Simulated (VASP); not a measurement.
PtSe2, 3 atoms in the cell. It takes space group P-3m1 (No. 164, trigonal). Conventional cell: a = 3.724 Å, b = 3.724 Å, c = 5.062 Å, α = 90.00°, β = 90.00°, γ = 120.00°. Pt (site symmetry -3m) has 6 Se at 2.49 Å within 3.3 Å. Se (site symmetry 3m) has 3 Pt at 2.49 Å and 6 Se at 3.32 Å within 3.4 Å. 

- Program: VASP 6.6.1
- Task: relaxation of cell and atoms
- Functional: PBEsol
- Potentials or basis: VASP PAW PBE potentials, release 64 (Pt, Se)
- Cutoff: 600 eV
- k mesh: 8 × 8 × 5
- Occupations: fermi-dirac, width 0.05 eV
- Spin: no spin polarisation
- Dipole correction: no
- Further INCAR settings: ALGO = Normal; EDIFF = 1e-07; IBRION = 2; EDIFFG = -0.01; NSW = 60; ISIF = 3

Potentials or basis: VASP PAW PBE potentials, release 64 (Pt, Se).

Run with:

```console
$ cat potpaw_PBE.64/Pt/POTCAR potpaw_PBE.64/Se/POTCAR > POTCAR
$ mpirun -np 1 vasp_std > vasp.out
```

Hardware: 1 thread of Intel Xeon 8259CL (shared host).

Question: Estimate the wall time of this run.

Answer: It took 11 min on 1 thread of Intel Xeon 8259CL, on a shared host, peak memory 0.23 GiB. Counts: scf iterations 102, k points 40, ion steps 12.
